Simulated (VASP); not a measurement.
# MnO2 (P4_2/mnm) in VASP: notebook

MnO2 is run at these levels: LDA+U; tasks: single point.

All numbers are computed with VASP 6.6.1; they aren't measurements. Logs are shortened: lines on timing, memory, paths and dates and some standing lists are left out, and cuts for length are marked.

## 1. The cell of the first run

The structure is tetragonal, space group P4_2/mnm (No. 136). Conventional cell: a = 4.396 Å, b = 4.396 Å, c = 2.871 Å, α = 90.00°, β = 90.00°, γ = 90.00°. Within 2.5 Å of Mn (site symmetry mmm) lie 6 O at 1.88 to 1.89 Å. Within 2.5 Å of O (site symmetry m2m) lie 3 Mn at 1.88 to 1.89 Å and 1 O at 2.46 Å.

## 2. Single point, LDA+U, collinear spin, ferrimagnetic start

Input file INCAR:

```
SYSTEM = MnO2
ALGO     = Normal         ! electronic algorithm
EDIFF    = 1E-7           ! SCF threshold, eV
ENCUT    = 520            ! plane-wave cutoff, eV
ISIF     = 2              ! what is computed and relaxed
ISMEAR   = 0              ! smearing method
ISPIN    = 2              ! spin polarisation
LASPH    = .TRUE.         ! aspherical terms in the spheres
LCHARG   = .FALSE.        ! write CHGCAR
LDAU     = .TRUE.         ! DFT+U
LDAUJ    = 0 0          
LDAUL    = 2 -1           ! shell
LDAUPRINT= 1            
LDAUTYPE = 2            
LDAUU    = 4 0            ! U, eV
LMAXMIX  = 4              ! l up to which the mixer works
LORBIT   = 11             ! projections on sites
LREAL    = .FALSE.        ! projectors in reciprocal space
LWAVE    = .FALSE.        ! write WAVECAR
MAGMOM   = 2.89 2.89 -0.04 -0.04 -0.04 -0.04 ! initial moments
NBANDS   = 38             ! bands
NELM     = 150            ! most SCF steps
NUPDOWN  = 6.0            ! fixed moment
PREC     = Accurate       ! precision mode
SIGMA    = 0.05           ! smearing width, eV
```

Input file KPOINTS:

```
k-points
0
G
  4 4 7
  0 0 0
```

Input file POSCAR:

```
MnO2
1.0
    4.3959987700      0.0000000000      0.0000000000
    0.0000000000      4.3959987700      0.0000000000
    0.0000000000      0.0000000000      2.8709991900
Mn O
2 4
Direct
    0.0000000000      0.0000000000      0.0000000000
    0.5000000000      0.5000000000      0.5000000000
    0.3020000000      0.3020000000      0.0000000000
    0.1980000000      0.8020000000      0.5000000000
    0.6980000000      0.6980000000      0.0000000000
    0.8020000000      0.1980000000      0.5000000000
```

Potentials or basis: VASP PAW LDA potentials, release 64 (Mn_pv, O).

Run with:

```console
> cat potpaw_LDA.64/Mn_pv/POTCAR potpaw_LDA.64/O/POTCAR > POTCAR
> mpirun -np 1 vasp_std > vasp.out
```

OUTCAR:

```text
SYSTEM = MnO2
   EDIFF = 1E-7
   ENCUT = 520
   ISIF = 2
   ISMEAR = 0
   ISPIN = 2
   LASPH = .TRUE.
   LORBIT = 11
   LREAL = .FALSE.
   NELM = 150
   NUPDOWN = 6.0
   PREC = Accurate

 ion  position               nearest neighbor table
   1  0.000  0.000  0.000-   3 1.88   5 1.88   4 1.89   6 1.89   4 1.89   6 1.89
   2  0.500  0.500  0.500-   4 1.88   6 1.88   5 1.89   3 1.89   3 1.89   5 1.89
   3  0.302  0.302  0.000-   1 1.88   2 1.89   2 1.89
   4  0.198  0.802  0.500-   2 1.88   1 1.89   1 1.89
   5  0.698  0.698  0.000-   1 1.88   2 1.89   2 1.89
   6  0.802  0.198  0.500-   2 1.88   1 1.89   1 1.89

  LATTYP: Found a simple tetragonal cell.
 ALAT       =     4.3959987700
 C/A-ratio  =     0.6530937200

  Lattice vectors:

 A1 = (   4.3959987700,   0.0000000000,   0.0000000000)
 A2 = (   0.0000000000,   4.3959987700,   0.0000000000)
 A3 = (   0.0000000000,   0.0000000000,   2.8709991900)

Analysis of symmetry for initial positions (statically):
=====================================================================
 Subroutine PRICEL returns:
 Original cell was already a primitive cell.

 Routine SETGRP: Setting up the symmetry group for a
 simple tetragonal supercell.

 Subroutine GETGRP returns: Found 16 space group operations
 (whereof  8 operations were pure point group operations)
 out of a pool of 16 trial point group operations.

The static configuration has the point symmetry D_2h.
 The point group associated with its full space group is D_4h.

Analysis of symmetry for dynamics (positions and initial velocities):
=====================================================================
 Subroutine PRICEL returns:
 Original cell was already a primitive cell.

 Routine SETGRP: Setting up the symmetry group for a
 simple tetragonal supercell.

 Subroutine GETGRP returns: Found 16 space group operations
 (whereof  8 operations were pure point group operations)
 out of a pool of 16 trial point group operations.

The dynamic configuration has the point symmetry D_2h.
 The point group associated with its full space group is D_4h.

Analysis of structural, dynamic, and magnetic symmetry:
=====================================================================
 Subroutine PRICEL returns:
 Original cell was already a primitive cell.

 Routine SETGRP: Setting up the symmetry group for a
 simple tetragonal supercell.

 Subroutine GETGRP returns: Found 16 space group operations
 (whereof  8 operations were pure point group operations)
 out of a pool of 16 trial point group operations.

The overall configuration has the point symmetry D_2h.
 The point group associated with its full space group is D_4h.

 Subroutine INISYM returns: Found 16 space group operations
 (whereof  8 operations are pure point group operations),
 and found     1 'primitive' translations

----------------------------------------------------------------------------------------

                                     Primitive cell

  volume of cell :      55.4815

  direct lattice vectors                    reciprocal lattice vectors
     4.395998770  0.000000000  0.000000000     0.227479590  0.000000000  0.000000000
     0.000000000  4.395998770  0.000000000     0.000000000  0.227479590  0.000000000
     0.000000000  0.000000000  2.870999190     0.000000000  0.000000000  0.348310791

  length of vectors
     4.395998770  4.395998770  2.870999190     0.227479590  0.227479590  0.348310791

  position of ions in fractional coordinates (direct lattice)
     0.000000000  0.000000000  0.000000000
     0.500000000  0.500000000  0.500000000
     0.302000000  0.302000000  0.000000000
     0.198000000  0.802000000  0.500000000
     0.698000000  0.698000000  0.000000000
     0.802000000  0.198000000  0.500000000

  ion indices of the primitive-cell ions
[... 131 lines left out ...]
  0.0000  0.0000  0.0000  0.0000  0.9717

spin component  2

  0.2489  0.0000 -0.1101  0.0000 -0.0000
  0.0000  0.2285  0.0000 -0.1086  0.0000
 -0.1101  0.0000  0.1448  0.0000  0.0000
  0.0000 -0.1086  0.0000  0.2285  0.0000
 -0.0000  0.0000  0.0000  0.0000  0.1328

 occupancies and eigenvectors

  o =  0.0750  v =  0.0000  0.0000  0.0000  0.0000  0.0000 -0.5351  0.0000 -0.8448  0.0000  0.0000      0.0000  0.0000  0.0000  0.0000  0.0000  0.0000  0.0000  0.0000  0.0000  0.0000
  o =  0.1199  v =  0.0000  0.0000  0.0000  0.0000  0.0000  0.0000 -0.7071  0.0000 -0.7071  0.0000      0.0000  0.0000  0.0000  0.0000  0.0000  0.0000  0.0000  0.0000  0.0000  0.0000
  o =  0.1328  v =  0.0000  0.0000  0.0000  0.0000  0.0000 -0.0000 -0.0000 -0.0000  0.0000 -1.0000      0.0000  0.0000  0.0000  0.0000  0.0000  0.0000  0.0000  0.0000  0.0000  0.0000
  o =  0.3186  v =  0.0000  0.0000  0.0000  0.0000  0.0000 -0.8448  0.0000  0.5351  0.0000  0.0000      0.0000  0.0000  0.0000  0.0000  0.0000  0.0000  0.0000  0.0000  0.0000  0.0000
[... 32 lines left out ...]
  o =  0.3186  v =  0.0000  0.0000  0.0000  0.0000  0.0000 -0.8448 -0.0000 -0.5351  0.0000 -0.0000      0.0000  0.0000  0.0000  0.0000  0.0000  0.0000  0.0000  0.0000  0.0000  0.0000
  o =  0.3370  v =  0.0000  0.0000  0.0000  0.0000  0.0000  0.0000 -0.7071  0.0000 -0.7071  0.0000      0.0000  0.0000  0.0000  0.0000  0.0000  0.0000  0.0000  0.0000  0.0000  0.0000
  o =  0.5046  v =  0.0000 -0.7071  0.0000 -0.7071 -0.0000  0.0000  0.0000  0.0000  0.0000  0.0000      0.0000  0.0000  0.0000  0.0000  0.0000  0.0000  0.0000  0.0000  0.0000  0.0000
  o =  0.5198  v = -0.8671  0.0000 -0.4982  0.0000  0.0000  0.0000  0.0000  0.0000  0.0000  0.0000      0.0000  0.0000  0.0000  0.0000  0.0000  0.0000  0.0000  0.0000  0.0000  0.0000
  o =  0.9509  v = -0.4982  0.0000  0.8671  0.0000 -0.0000  0.0000  0.0000  0.0000  0.0000  0.0000      0.0000  0.0000  0.0000  0.0000  0.0000  0.0000  0.0000  0.0000  0.0000  0.0000
  o =  0.9616  v =  0.0000  0.7071  0.0000 -0.7071  0.0000  0.0000  0.0000  0.0000  0.0000  0.0000      0.0000  0.0000  0.0000  0.0000  0.0000  0.0000  0.0000  0.0000  0.0000  0.0000
  o =  0.9717  v =  0.0000 -0.0000  0.0000  0.0000  1.0000  0.0000  0.0000  0.0000  0.0000  0.0000      0.0000  0.0000  0.0000  0.0000  0.0000  0.0000  0.0000  0.0000  0.0000  0.0000

 number of electron      49.9999990 magnetization       5.9999976

 Free energy of the ion-electron system (eV)
  ---------------------------------------------------
  ext. energy  EPLUGINS =         0.00000000
  ---------------------------------------------------
  free energy    TOTEN  =       -47.00273630 eV

  energy without entropy =      -47.00262898  energy(sigma->0) =      -47.00268264

 E-fermi :   5.1769     XC(G=0): -12.6272

 val. band max:        4.9695319874   @ k =   0.0000   0.0000   0.0000
 cond. band min:       4.8293016551   @ k =   0.0000   0.0000   0.0000
 fundamental gap:     -0.1402303323
 Fermi energy:         4.7810283260

 spin component 1

 k-point     1 :       0.0000    0.0000    0.0000
  band No.  band energies     occupation
      1     -45.4994      1.00000
      2     -45.4914      1.00000
      3     -45.4480      1.00000
      4     -45.4480      1.00000
      5     -45.3859      1.00000
      6     -45.3859      1.00000
[... 949 lines left out ...]
     36      17.9384      0.00000
     37      19.9956      0.00000
 Fermi energy:         5.1768518514

 spin component 2

 k-point     1 :       0.0000    0.0000    0.0000
  band No.  band energies     occupation
      1     -42.4888      1.00000
      2     -42.4787      1.00000
      3     -42.4380      1.00000
      4     -42.4380      1.00000
      5     -42.3714      1.00000
      6     -42.3714      1.00000
[... 949 lines left out ...]
     36      18.5950      0.00000
     37      20.2595      0.00000
 [bands above 37 left out]

------------------------ aborting loop because EDIFF is reached ----------------------------------------

  FORCE on cell =-STRESS in cart. coord.  units (eV):
  Direction    XX          YY          ZZ          XY          YZ          ZX
  --------------------------------------------------------------------------------------
  -------------------------------------------------------------------------------------
  Total       -1.7684219     -1.7684219     -2.1191542      0.0000000      0.0000000      0.0000000
  in kB      -51.0679309    -51.0679309    -61.1962687      0.0000000      0.0000000      0.0000000
  external PRESSURE =     -54.4440435 kB  Pullay stress =       0.0000000 kB

 VOLUME and BASIS-vectors are now :
 -----------------------------------------------------------------------------
  energy-cutoff  :      520.00
  volume of cell :       55.48
      direct lattice vectors                 reciprocal lattice vectors
     4.395998770  0.000000000  0.000000000     0.227479590  0.000000000  0.000000000
     0.000000000  4.395998770  0.000000000     0.000000000  0.227479590  0.000000000
     0.000000000  0.000000000  2.870999190     0.000000000  0.000000000  0.348310791

 POSITION                                       TOTAL-FORCE (eV/Angst)
 -----------------------------------------------------------------------------------
      0.00000      0.00000      0.00000         0.000000     -0.000000      0.000000
      2.19800      2.19800      1.43550         0.000000     -0.000000      0.000000
      1.32759      1.32759      0.00000         0.374411      0.374411     -0.000000
      0.87041      3.52559      1.43550        -0.374411      0.374411     -0.000000
      3.06841      3.06841      0.00000        -0.374411     -0.374411      0.000000
      3.52559      0.87041      1.43550         0.374411     -0.374411      0.000000
 -----------------------------------------------------------------------------------
    total drift:                                0.000000      0.000000      0.000000

  FREE ENERGIE OF THE ION-ELECTRON SYSTEM (eV)
  ---------------------------------------------------
  free  energy   TOTEN  =       -47.0027362987 eV

  energy  without entropy=      -47.0026289769  energy(sigma->0) =      -47.00268264

 total charge

# of ion       s       p       d       tot
------------------------------------------
    1        0.363   6.484   4.858  11.705
    2        0.363   6.484   4.858  11.705
    3        1.555   3.458   0.000   5.013
    4        1.555   3.458   0.000   5.013
    5        1.555   3.458   0.000   5.013
    6        1.555   3.458   0.000   5.013
--------------------------------------------------
tot          6.945  26.800   9.716  43.461

 magnetization (x)

# of ion       s       p       d       tot
------------------------------------------
    1        0.016   0.025   2.923   2.964
    2        0.016   0.025   2.923   2.964
    3       -0.002  -0.017   0.000  -0.020
    4       -0.002  -0.017   0.000  -0.020
    5       -0.002  -0.017   0.000  -0.020
    6       -0.002  -0.017   0.000  -0.020
--------------------------------------------------
tot          0.023  -0.019   5.846   5.849
```

Run time: 39 s. Hardware: 1 thread of Intel Xeon 6975P-C (Granite Rapids), shared host; peak memory 0.21 GiB.

Results:

* Free energy: -47.0027 eV
* Pressure: -5.4 GPa
* Largest force: 0.529 eV/Å
* Net moment: 6.00 μB per cell
* Site moments: Mn +2.96; O -0.02 μB
* Valence electrons inside the program's atomic spheres: Mn 11.71; O 5.01

Forces in eV/Å, atoms in the order of the input:
```
Mn   0.000  0.000  0.000
Mn   0.000  0.000  0.000
O    0.374  0.374  0.000
O   -0.374  0.374  0.000
O   -0.374 -0.374  0.000
O    0.374 -0.374  0.000
```

Eigenvalues of the final occupation matrices:
```
    site  spin  trace               eigenvalues
site 1 d     1   3.91  0.50 0.52 0.95 0.96 0.97
site 1 d     2   0.98  0.08 0.12 0.13 0.32 0.34
site 2 d     1   3.91  0.50 0.52 0.95 0.96 0.97
site 2 d     2   0.98  0.08 0.12 0.13 0.32 0.34
```

Caveat: the total moment is fixed, so each spin has its own Fermi level. The state reached can hang on the start; a lower one may exist.

## 3. Single point, LDA+U, collinear spin, ferrimagnetic start

Input file INCAR:

```
ALGO     = Normal         # electronic algorithm
EDIFF    = 1E-7           # SCF threshold, eV
ENCUT    = 520            # plane-wave cutoff, eV
ISIF     = 2              # what is computed and relaxed
ISMEAR   = 0              # smearing method
ISPIN    = 2              # spin polarisation
LASPH    = True           # aspherical terms in the spheres
LCHARG   = False          # write CHGCAR
LDAU     = True           # DFT+U
LDAUJ    = 0 0          
LDAUL    = 2 -1           # shell
LDAUPRINT= 1            
LDAUTYPE = 2            
LDAUU    = 4 0            # U, eV
LMAXMIX  = 4              # l up to which the mixer works
LORBIT   = 11             # projections on sites
LREAL    = False          # projectors in reciprocal space
LWAVE    = False          # write WAVECAR
MAGMOM   = 2.63 2.63 -0.03 -0.03 -0.03 -0.03 # initial moments
NBANDS   = 38             # bands
NELM     = 150            # most SCF steps
PREC     = Accurate       # precision mode
SIGMA    = 0.05           # smearing width, eV
```

Input file KPOINTS:

```
k-points
0
Gamma
  4 4 7
```

POSCAR is that of step 2.

Potentials or basis: VASP PAW LDA potentials, release 64 (Mn_pv, O).

Run with:

```console
> cat potpaw_LDA.64/Mn_pv/POTCAR potpaw_LDA.64/O/POTCAR > POTCAR
> mpirun -np 1 vasp_std > vasp.out
```

It took 39 s on 1 thread of Intel Xeon 6975P-C (Granite Rapids), shared host; peak memory 0.21 GiB.

The run converged. Its results:

| Item | Value |
| --- | --- |
| Free energy | -47.0040 eV |
| Pressure | -5.4 GPa |
| Largest force | 0.525 eV/Å |
| Band gap on the k mesh | zero (filled and empty bands overlap) |
| Net moment | 6.02 μB per cell |
| Site moments | Mn +2.96; O -0.01 μB |
| Valence electrons inside the program's atomic spheres | Mn 11.71; O 5.01 |

Forces in eV/Å, atoms in the order of the input:
```
Mn   0.000  0.000  0.000
Mn   0.000  0.000  0.000
O    0.371  0.371  0.000
O   -0.371  0.371  0.000
O   -0.371 -0.371  0.000
O    0.371 -0.371  0.000
```

Stress tensor (GPa, compression positive):
```
-5.13  0.00  0.00
 0.00 -5.13  0.00
 0.00  0.00 -6.08
```

Levels at points of the mesh, in eV from the Fermi level:
Spin up:
```
           k point  band 24  band 25  band 26  band 27  band 28  band 29  band 30  band 31  band 32  band 33
(0.00, 0.00, 0.00)    -1.24    -1.02    -0.72    -0.72    -0.31    -0.07     2.65     2.65     3.46     7.90
(0.50, 0.00, 0.00)    -1.59    -1.53    -1.53    -0.88    -0.88     2.29     2.29     2.44     2.44    10.25
(0.50, 0.50, 0.00)    -2.19    -1.79    -1.79    -0.17    -0.17     1.39     1.39     2.61     2.61    11.54
```
Spin down:
| k point | band 18 | band 19 | band 20 | band 21 | band 22 | band 23 | band 24 | band 25 | band 26 | band 27 |
| --- | --- | --- | --- | --- | --- | --- | --- | --- | --- | --- |
| (0.00, 0.00, 0.00) | -3.13 | -1.28 | -0.63 | -0.63 | 0.09 | 1.33 | 1.48 | 1.75 | 1.75 | 1.86 |
| (0.50, 0.00, 0.00) | -3.56 | -2.46 | -2.46 | -0.82 | -0.82 | 1.94 | 1.94 | 2.41 | 2.41 | 2.94 |
| (0.50, 0.50, 0.00) | -2.32 | -2.19 | -2.19 | -1.72 | -1.72 | 1.30 | 1.30 | 1.76 | 1.76 | 3.29 |

Eigenvalues of the final occupation matrices:
| site | spin | trace | eigenvalues |
| --- | --- | --- | --- |
| site 1 d | 1 | 3.91 | 0.50 0.52 0.95 0.96 0.97 |
| site 1 d | 2 | 0.98 | 0.08 0.12 0.13 0.32 0.34 |
| site 2 d | 1 | 3.91 | 0.50 0.52 0.95 0.96 0.97 |
| site 2 d | 2 | 0.98 | 0.08 0.12 0.13 0.32 0.34 |

The state reached can hang on the start; a lower one may exist.

## 4. Single point, LDA+U, collinear spin, ferromagnetic start

Input file INCAR:

```
SYSTEM = MnO2
PREC = Accurate
ENCUT = 520
EDIFF = 1E-6
ISMEAR = 0
SIGMA = 0.05
LREAL = .FALSE.
LASPH = .TRUE.
NELM = 150
ALGO = Normal
ISIF = 2
LWAVE = .FALSE.
LCHARG = .TRUE.
ISPIN = 2
MAGMOM = 1.5 1.5 0 0 0 0
LORBIT = 11
NUPDOWN = 3.0
LMAXMIX = 4
LDAU = .TRUE.
LDAUTYPE = 2
LDAUL = 2 -1
LDAUU = 4 0
LDAUJ = 0 0
LDAUPRINT = 1
GGA = CA
LELF = .TRUE.
LVHAR = .TRUE.
NBANDS = 38
```

Input file KPOINTS:

```
Automatic mesh
0
G
  4 4 7
  0 0 0
```

POSCAR is that of step 3.

Run with:

```console
> cat potpaw_LDA.64/Mn_pv/POTCAR potpaw_LDA.64/O/POTCAR > POTCAR
> mpirun -np 1 vasp_std > vasp.out
```

It took 44 s on 1 thread of Intel Xeon 6975P-C (Granite Rapids), shared host; peak memory 0.2 GiB.

The run converged. Its results:

```yaml
Free_energy: -45.0880 eV
Pressure: -11.0 GPa
Largest_force: 0.485 eV/Å
Net_moment: 3.00 μB per cell
Site_moments: Mn +1.67; O -0.09 μB
Valence_electrons_inside_the_program's_atomic_spheres: Mn 11.77; O 4.99
```

Forces in eV/Å, atoms in the order of the input:
```
Mn   0.000  0.000  0.000
Mn   0.000  0.000  0.000
O    0.343  0.343  0.000
O   -0.343  0.343  0.000
O   -0.343 -0.343  0.000
O    0.343 -0.343  0.000
```

Stress tensor (GPa, compression positive):
```
 -9.84   0.00   0.00
  0.00  -9.84   0.00
  0.00   0.00 -13.40
```

Eigenvalues of the final occupation matrices:
```
    site  spin  trace               eigenvalues
site 1 d     1   3.31  0.44 0.44 0.55 0.93 0.95
site 1 d     2   1.67  0.07 0.14 0.32 0.34 0.79
site 2 d     1   3.31  0.44 0.44 0.55 0.93 0.95
site 2 d     2   1.67  0.07 0.14 0.32 0.34 0.79
```

Caveat: the total moment is fixed, so each spin has its own Fermi level; only a ferromagnetic start was run, and an antiferromagnetic order may lie lower in energy. The state reached can hang on the start; a lower one may exist.

## 5. The runs side by side

| spin | fixed moment (μB) | pressure (GPa) | moment (μB) | largest force (eV/Å) |
| --- | --- | --- | --- | --- |
| collinear, ferrimagnetic start | 6.0 | -5.4 | 6.00 | 0.53 |
| collinear, ferrimagnetic start | - | -5.4 | 6.02 | 0.53 |
| collinear, ferromagnetic start | 3.0 | -11.0 | 3.00 | 0.48 |

Alike in all rows: task single point; level LDA+U; potentials or basis VASP PAW LDA potentials, release 64 (Mn_pv, O); Mn d U = 4.0 eV; cell as given; k mesh 4 × 4 × 7; cutoff (eV) 520; smearing gaussian 0.05 eV.

Caveats: the total moment is fixed, so each spin has its own Fermi level (some runs).

Absolute energies hang on the potentials; compare differences alone.
